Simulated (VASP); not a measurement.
# Al3Cu (Pmmm) in VASP: notebook

Runs on Al3Cu. Level: LDA. Tasks: single point.

Program: VASP 6.6.1. These are calculated values, not measurements. Logs are shortened: lines on timing, memory, paths and dates and some standing lists are left out, and cuts for length are marked.

## (1) The cell of the first run

It takes space group Pmmm (No. 47, orthorhombic). The conventional cell has a = 3.386 Å, b = 3.945 Å, c = 4.234 Å, α = 90.00°, β = 90.00°, γ = 90.00°. Al (site symmetry mmm) has 10 Al at 2.60 to 3.39 Å and 4 Cu at 2.89 Å within 3.4 Å. Within 3.4 Å of Al (site symmetry mmm) lie 4 Cu at 2.60 Å and 10 Al at 2.71 to 3.39 Å. Al (site symmetry mmm) has 10 Al at 2.60 to 3.39 Å and 4 Cu at 2.71 Å within 3.4 Å. Cu (site symmetry mmm) has 12 Al at 2.60 to 2.89 Å and 2 Cu at 3.39 Å within 3.4 Å.

## (2) Single point, LDA

Input file INCAR:

```
PREC = Accurate ; ENCUT = 520
EDIFF = 1E-6 ; ISMEAR = 0
SIGMA = 0.15 ; LREAL = False
LASPH = True ; NELM = 60
ALGO = Fast ; ISIF = 2
LWAVE = False ; LCHARG = False
NBANDS = 18
```

Input file KPOINTS:

```
Automatic mesh
0
Gamma
  10 10 10
```

Input file POSCAR:

```
Al3Cu
1.0
    3.3859336993      0.0000000000      0.0000000000
    0.0000000000      4.2340072620      0.0000000000
    0.0000000000      0.0000000000      3.9446985308
Al Cu
3 1
Direct
    0.0000000000      0.5000000000      0.5000000000
    0.5000000000      0.0000000000      0.5000000000
    0.5000000000      0.5000000000      0.0000000000
    0.0000000000      0.0000000000      0.0000000000
```

Potentials or basis: VASP PAW LDA potentials, release 64 (Al, Cu).

Launch:

```sh
$ cat potpaw_LDA.64/Al/POTCAR potpaw_LDA.64/Cu/POTCAR > POTCAR
$ mpirun -np 1 vasp_std > vasp.out
```

OUTCAR:

```text
PREC = Accurate
   ENCUT = 520
   EDIFF = 1E-6
   ISMEAR = 0
   LREAL = False
   LASPH = True
   NELM = 60
   ISIF = 2

 ion  position               nearest neighbor table
   1  0.000  0.500  0.500-   3 2.60   3 2.60   3 2.60   3 2.60   2 2.71   2 2.71   2 2.71   2 2.71
                             4 2.89   4 2.89   4 2.89   4 2.89
   2  0.500  0.000  0.500-   4 2.60   4 2.60   4 2.60   4 2.60   1 2.71   1 2.71   1 2.71   1 2.71
                             3 2.89   3 2.89   3 2.89   3 2.89
   3  0.500  0.500  0.000-   1 2.60   1 2.60   1 2.60   1 2.60   4 2.71   4 2.71   4 2.71   4 2.71
                             2 2.89   2 2.89   2 2.89   2 2.89
   4  0.000  0.000  0.000-   2 2.60   2 2.60   2 2.60   2 2.60   3 2.71   3 2.71   3 2.71   3 2.71
                             1 2.89   1 2.89   1 2.89   1 2.89

  LATTYP: Found a simple orthorhombic cell.
 ALAT       =     3.3859336993
 B/A-ratio  =     1.1650253316
 C/A-ratio  =     1.2504696305

  Lattice vectors:

 A1 = (  -3.3859336993,   0.0000000000,   0.0000000000)
 A2 = (   0.0000000000,   0.0000000000,   3.9446985308)
 A3 = (   0.0000000000,   4.2340072620,   0.0000000000)

Analysis of symmetry for initial positions (statically):
=====================================================================
 Subroutine PRICEL returns:
 Original cell was already a primitive cell.

 Routine SETGRP: Setting up the symmetry group for a
 simple orthorhombic supercell.

 Subroutine GETGRP returns: Found  8 space group operations
 (whereof  8 operations were pure point group operations)
 out of a pool of  8 trial point group operations.

The static configuration has the point symmetry D_2h.

Analysis of symmetry for dynamics (positions and initial velocities):
=====================================================================
 Subroutine PRICEL returns:
 Original cell was already a primitive cell.

 Routine SETGRP: Setting up the symmetry group for a
 simple orthorhombic supercell.

 Subroutine GETGRP returns: Found  8 space group operations
 (whereof  8 operations were pure point group operations)
 out of a pool of  8 trial point group operations.

The dynamic configuration has the point symmetry D_2h.

 Subroutine INISYM returns: Found  8 space group operations
 (whereof  8 operations are pure point group operations),
 and found     1 'primitive' translations

----------------------------------------------------------------------------------------

                                     Primitive cell

  volume of cell :      56.5515

  direct lattice vectors                    reciprocal lattice vectors
     3.385933699  0.000000000  0.000000000     0.295339510  0.000000000  0.000000000
     0.000000000  4.234007262  0.000000000     0.000000000  0.236182873  0.000000000
     0.000000000  0.000000000  3.944698531     0.000000000  0.000000000  0.253504797

  length of vectors
     3.385933699  4.234007262  3.944698531     0.295339510  0.236182873  0.253504797

  position of ions in fractional coordinates (direct lattice)
     0.000000000  0.500000000  0.500000000
     0.500000000  0.000000000  0.500000000
     0.500000000  0.500000000  0.000000000
     0.000000000  0.000000000  0.000000000

  ion indices of the primitive-cell ions
   primitive index   ion index
                 1           1
                 2           2
                 3           3
                 4           4

----------------------------------------------------------------------------------------

 KPOINTS: Automatic mesh

Automatic generation of k-mesh.
 Grid dimensions read from file:
 generate k-points for:   10   10   10

 Generating k-lattice:

  Cartesian coordinates                     Fractional coordinates (reciprocal lattice)
     0.029533951  0.000000000  0.000000000     0.100000000  0.000000000  0.000000000
     0.000000000  0.023618287  0.000000000     0.000000000  0.100000000  0.000000000
     0.000000000  0.000000000  0.025350480     0.000000000  0.000000000  0.100000000

  Length of vectors
     0.029533951  0.023618287  0.025350480

  Shift w.r.t. Gamma in fractional coordinates (k-lattice)
     0.000000000  0.000000000  0.000000000

 Subroutine IBZKPT returns following result:
 ===========================================

 Found    216 irreducible k-points:

 Following reciprocal coordinates:
            Coordinates               Weight
  0.000000  0.000000  0.000000      1.000000
  0.100000  0.000000  0.000000      2.000000
  0.200000  0.000000  0.000000      2.000000
  0.300000  0.000000  0.000000      2.000000
  0.400000  0.000000  0.000000      2.000000
  0.500000  0.000000  0.000000      1.000000
[... 16 lines left out ...]
  0.400000  0.300000  0.000000      4.000000
  0.500000  0.300000  0.000000      2.000000
 [... further k-points ...]
   k-points           NKPTS =    216   k-points in BZ     NKDIM =    216   number of bands    NBANDS=     18
   number of dos      NEDOS =    301   number of ions     NIONS =      4
   total plane-waves  NPLWV =  26880
   dimension x,y,z NGX =    28 NGY =   32 NGZ =   30
   dimension x,y,z NGXF=    56 NGYF=   64 NGZF=   60
   ions per type =               3   1
   NGX,Y,Z   is equivalent  to a cutoff of  13.75, 12.56, 12.64 a.u.
   NGXF,Y,Z  is equivalent  to a cutoff of  27.50, 25.13, 25.29 a.u.
 SYSTEM =  unknown system
   PREC   = accura    normal or accurate (medium, high low for compatibility)
   ISTART =      0    job   : 0-new  1-cont  2-samecut
   ICHARG =      2    charge: 1-file 2-atom 10-const
   ISPIN  =      1    spin polarized calculation?
   LNONCOLLINEAR =      F non collinear calculations
   LSORBIT =      F    spin-orbit coupling
   LASPH  =      T    aspherical Exc in radial PAW
   ENCUT  =  520.0 eV  38.22 Ry    6.18 a.u.   6.30  7.87  7.33*2*pi/ulx,y,z
   NELM   =     60;   NELMIN=  2; NELMDL= -5     # of ELM steps
   EDIFF  = 0.1E-05   stopping-criterion for ELM
   LREAL  =      F    real-space projection
   EDIFFG = 0.1E-04   stopping-criterion for IOM
   NSW    =      0    number of steps for IOM
   IBRION =     -1    ionic relax: 0-MD 1-quasi-New 2-CG
   NFREE  =      0    steps in history (QN), initial steepest desc. (CG)
   ISIF   =      2    stress and relaxation
   ISYM   =      2    0-nonsym 1-usesym 2-fastsym
   POTIM  = 0.5000    time-step for ionic-motion
   TEBEG  =    0.0;   TEEND  =   0.0 temperature during run
   PSTRESS=    0.0 pullay stress
   NELECT =      20.0000    total number of electrons
   NUPDOWN=      -1.0000    fix difference up-down
   EMIN   =  10.00;   EMAX   =-10.00  energy-range for DOS
   EFERMI =   0.00;   METHOD = LEGACY
   ISMEAR =     0;   SIGMA  =   0.15  broadening in eV -4-tet -1-fermi 0-gaus
   EFERMI_NEDOS =   21; number of points for ismear=-14 and -15
   IALGO  =     68    algorithm
   IMIX   =      4    mixing-type and parameters
     AMIX     =   0.40;   BMIX     =  1.00
     AMIX_MAG =   1.60;   BMIX_MAG =  1.00
  volume/ion in A,a.u.               =      14.14        95.41
  Fermi-wavevector in a.u.,A,eV,Ry     =   1.157720  2.187774 18.236101  1.340316
  Thomas-Fermi vector in A             =   2.294329
   LORBIT       =      0    0 simple, 1 ext, 2 COOP (PROOUT), +10 PAW based schemes
   GGA     = CA    functional components
   LHFCALC =     F    Hartree Fock is set to
   AEXX    =    0.0000 exact exchange contribution
   IVDW    =     0    specifies the selected vdW correction
   LEPSILON=     F    determine dielectric tensor
   LRPA    =     F    only Hartree local field effects (RPA)
 non-spin polarized calculation
 RMM-DIIS sequential band-by-band and
 Gauss-broadening in eV      SIGMA  =   0.15
  energy-cutoff  :      520.00
  volume of cell :       56.55
 maximum number of plane-waves:      1541
 NGX is ok and might be reduce to    28
   NGX = 13   NGY = 15   NGZ = 15

 number of electron      20.0000021 magnetization

 Free energy of the ion-electron system (eV)
  ---------------------------------------------------
  ext. energy  EPLUGINS =         0.00000000
  ---------------------------------------------------
  free energy    TOTEN  =       -17.03845434 eV

  energy without entropy =      -17.02064803  energy(sigma->0) =      -17.02955119

 E-fermi :   8.7675     XC(G=0): -11.2205

 val. band max:        8.7669116101   @ k =   0.3000   0.2000   0.0000
 cond. band min:       8.7695580328   @ k =   0.3000   0.3000   0.3000
 fundamental gap:      0.0026464227
 Fermi energy:         8.7675390165

 k-point     1 :       0.0000    0.0000    0.0000
  band No.  band energies     occupation
      1      -2.8052      2.00000
      2       3.7753      2.00000
      3       4.3029      2.00000
      4       4.8624      2.00000
      5       4.9175      2.00000
      6       4.9452      2.00000
[... 10 lines left out ...]
     17      16.7905      0.00000
     18      17.3108      0.00000

 k-point     2 :       0.1000    0.0000    0.0000
  band No.  band energies     occupation
      1      -2.6754      2.00000
      2       3.8293      2.00000
      3       4.3077      2.00000
      4       4.6760      2.00000
      5       4.8340      2.00000
      6       4.9263      2.00000
[... 10 lines left out ...]
     17      15.3800      0.00000
     18      15.7320      0.00000

 k-point     3 :       0.2000    0.0000    0.0000
  band No.  band energies     occupation
      1      -2.2874      2.00000
      2       3.9663      2.00000
      3       4.1322      2.00000
      4       4.5012      2.00000
      5       4.6447      2.00000
      6       4.9496      2.00000
[... 10 lines left out ...]
     17      14.9341      0.00000
     18      15.2604      0.00000

 k-point     4 :       0.3000    0.0000    0.0000
  band No.  band energies     occupation
      1      -1.6459      2.00000
      2       3.1106      2.00000
      3       4.1539      2.00000
      4       4.3797      2.00000
      5       4.4867      2.00000
      6       4.9784      2.00000
[... 375 lines left out ...]
      4       4.4796      2.00000
      5       4.5536      2.00000
      6       4.8102      2.00000
[... 10 lines left out ...]
     17      16.2483      0.00000
     18      16.8456      0.00000

 k-point    23 :       0.4000    0.3000    0.0000
  band No.  band energies     occupation
      1      -0.0683      2.00000
      2       2.3012      2.00000
      3       2.9540      2.00000
      4       4.2666      2.00000
      5       4.4590      2.00000
      6       4.8643      2.00000
[... 10 lines left out ...]
     17      14.6879      0.00000
     18      15.4653      0.00000

 k-point    24 :       0.5000    0.3000    0.0000
  band No.  band energies     occupation
      1       0.8440      2.00000
      2       1.2341      2.00000
      3       3.5111      2.00000
      4       3.9181      2.00000
      5       4.4243      2.00000
      6       4.8863      2.00000
[... 10 lines left out ...]
     17      14.6095      0.00000
     18      14.6522      0.00000

 [... further k-points ...]
[... 5 lines left out ...]
  --------------------------------------------------------------------------------------
  -------------------------------------------------------------------------------------
  Total        2.8251412     -1.3085089      1.3450828      0.0000000      0.0000000      0.0000000
  in kB       80.0399609    -37.0717772     38.1079638      0.0000000      0.0000000      0.0000000
  external PRESSURE =      27.0253825 kB  Pullay stress =       0.0000000 kB

 VOLUME and BASIS-vectors are now :
 -----------------------------------------------------------------------------
  energy-cutoff  :      520.00
  volume of cell :       56.55
      direct lattice vectors                 reciprocal lattice vectors
     3.385933699  0.000000000  0.000000000     0.295339510  0.000000000  0.000000000
     0.000000000  4.234007262  0.000000000     0.000000000  0.236182873  0.000000000
     0.000000000  0.000000000  3.944698531     0.000000000  0.000000000  0.253504797

 POSITION                                       TOTAL-FORCE (eV/Angst)
 -----------------------------------------------------------------------------------
      0.00000      2.11700      1.97235         0.000000      0.000000      0.000000
      1.69297      0.00000      1.97235         0.000000      0.000000      0.000000
      1.69297      2.11700      0.00000         0.000000      0.000000      0.000000
      0.00000      0.00000      0.00000         0.000000      0.000000      0.000000
 -----------------------------------------------------------------------------------
    total drift:                               -0.000000     -0.000000     -0.000000

  FREE ENERGIE OF THE ION-ELECTRON SYSTEM (eV)
  ---------------------------------------------------
  free  energy   TOTEN  =       -17.0384543383 eV

  energy  without entropy=      -17.0206480318  energy(sigma->0) =      -17.02955119
```

Wall time 1.7 min (1 thread of Intel Xeon 6975P-C (Granite Rapids), shared host); peak memory 0.3 GiB.

What came out:

```
Free energy            : -17.0385 eV
Pressure               : 2.7 GPa
Band gap on the k mesh : zero (band 10 reaches 11.96 eV, above the bottom of band 11 at 6.58 eV)
```

Caveat: the cell differs from its parent crystal (strain +e along x and -e along y -0.1100, strain +e along z and -e/2 along x and y +0.0233).

## (3) Single point, LDA

Input file INCAR:

```
SYSTEM = Al3Cu
PREC     = Accurate       ! precision mode
ENCUT    = 520            ! plane-wave cutoff, eV
EDIFF    = 1E-7           ! SCF threshold, eV
ISMEAR   = 0              ! smearing method
SIGMA    = 0.15           ! smearing width, eV
LREAL    = .FALSE.        ! projectors in reciprocal space
LASPH    = .TRUE.         ! aspherical terms in the spheres
NELM     = 80             ! most SCF steps
ALGO     = Fast           ! electronic algorithm
ISIF     = 2              ! what is computed and relaxed
LWAVE    = .FALSE.        ! write WAVECAR
LCHARG   = .FALSE.        ! write CHGCAR
NBANDS   = 18             ! bands
```

Input file KPOINTS:

```
Automatic mesh
0
G
  10 10 10
  0 0 0
```

Input file POSCAR:

```
Al3Cu
1.0
    3.8483265350      0.0000000000      0.0000000000
    0.0000000000      4.1312747146      0.0000000000
    0.0000000000      0.0000000000      3.5850382426
Al Cu
3 1
Direct
    0.0000000000      0.5000000000      0.5000000000
    0.5000000000      0.0000000000      0.5000000000
    0.5000000000      0.5000000000      0.0000000000
    0.0000000000      0.0000000000      0.0000000000
```

Potentials or basis: VASP PAW LDA potentials, release 64 (Al, Cu).

Launch:

```sh
$ cat potpaw_LDA.64/Al/POTCAR potpaw_LDA.64/Cu/POTCAR > POTCAR
$ mpirun -np 1 vasp_std > vasp.out
```

It took 4.5 min on 1 thread of Intel Xeon 6975P-C, shared host; peak memory 0.31 GiB.

Results (log left out):

```
Free energy            : -17.2210 eV
Pressure               : 1.6 GPa
Band gap on the k mesh : zero (band 10 reaches 10.94 eV, above the bottom of band 11 at 6.57 eV)
```

Stress tensor (GPa, compression positive):
```
 2.40  0.00  0.00
 0.00 -5.14  0.00
 0.00  0.00  7.55
```

Levels at points of the mesh, in eV from the Fermi level:
```csv
k point,band 8,band 9,band 10,band 11,band 12,band 13
"(0.00, 0.00, 0.00)",-2.44,-1.22,-1.14,0.23,1.79,5.59
"(0.50, 0.00, 0.00)",-0.73,-0.42,-0.21,1.39,1.48,1.51
"(0.00, 0.50, 0.00)",-0.02,0.05,0.74,1.09,1.31,2.62
"(0.50, 0.50, 0.00)",-3.52,-3.18,2.32,3.69,4.07,4.45
"(0.00, 0.00, 0.50)",-0.46,-0.03,0.14,0.52,0.77,1.55
"(0.50, 0.00, 0.50)",-3.29,-3.24,0.77,2.42,2.63,2.76
"(0.00, 0.50, 0.50)",-3.32,-3.20,1.43,2.77,3.43,3.51
"(0.50, 0.50, 0.50)",-3.61,-3.49,-2.40,-2.05,-1.91,-1.72
```

Caveat: the cell differs from its parent crystal (strain +e along x and -e along y -0.0367, strain +e along z and -e/2 along x and y -0.0700).

(Part 1 of 2 ends here.)
